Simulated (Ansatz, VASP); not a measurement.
# Two plane-wave programs on SrO

File INCAR:

```
PREC = Accurate ; ENCUT = 520
EDIFF = 1E-6 ; ISMEAR = 0
SIGMA = 0.05 ; LREAL = False
LASPH = True ; NELM = 60
ALGO = Normal ; ISIF = 2
LWAVE = False ; LCHARG = False
GGA = PS ; NBANDS = 24
```

Contents of KPOINTS:

```
Automatic mesh
0
Gamma
  6 6 6
```

File POSCAR:

```
SrO
1.0
    4.6175035668      0.0000000000      0.0000000000
   -2.3087517834      3.9988753909      0.0000000000
    0.0000000000      0.0000000000      4.7431473908
Sr O
2 2
Direct
    0.3333333333      0.6666666667      0.9381277000
    0.6666666667      0.3333333333      0.4381277000
    0.3333333333      0.6666666667      0.4368723000
    0.6666666667      0.3333333333      0.9368723000
```

Input for Ansatz:

```yaml
crystal:
  lattice:
    - [4.6175035668, 0.0, 0.0]
    - [-2.3087517834, 3.9988753909, 0.0]
    - [0.0, 0.0, 4.7431473908]
  atoms:
    - { symbol: Sr, position: [0.3333333333, 0.6666666667, 0.9381277] }
    - { symbol: Sr, position: [0.6666666667, 0.3333333333, 0.4381277] }
    - { symbol: O, position: [0.3333333333, 0.6666666667, 0.4368723] }
    - { symbol: O, position: [0.6666666667, 0.3333333333, 0.9368723] }
basis:
  ecutwfc: 420
kpoints:
  mp_grid: { grid: [6, 6, 6] }
hamiltonian:
  xc: pbesol
scf:
  occupations: { method: gaussian, width: 0.05 }
output:
  forces: true
  stress: true
  eigenvalues: true
```

Change from the starting cell: strain +0.080 along x and y, -0.080 along z, atoms carried along.

Alike in both runs: task single point; functional PBEsol; k mesh 6 × 6 × 6; occupations gaussian, width 0.05 eV; no spin polarisation.

```csv
,VASP,Ansatz
version,VASP 6.6.1,Ansatz 0.2.0
potentials or method,"VASP PAW PBE potentials, release 64 (Sr_sv, O), cutoff 520 eV","scalar-relativistic, plane waves, PAW"
valence electrons in the cell,32,32
```

```csv
,VASP,Ansatz,Ansatz less VASP
gap on the k mesh at the Fermi level (eV),1.61,1.65,+0.037
least direct gap on the mesh (eV),1.61,1.65,+0.037
pressure (GPa),-1.1,-1.6,-0.51
"traceless stress, the component that is largest in VASP (GPa)",11.03,10.28,-0.751
rms of the force components (eV/Å),0.028,0.026,-0.0019
```

VASP's potentials were made for PBE, not for PBEsol. Atom by atom the forces differ by 0.002 eV/Å (rms over components).
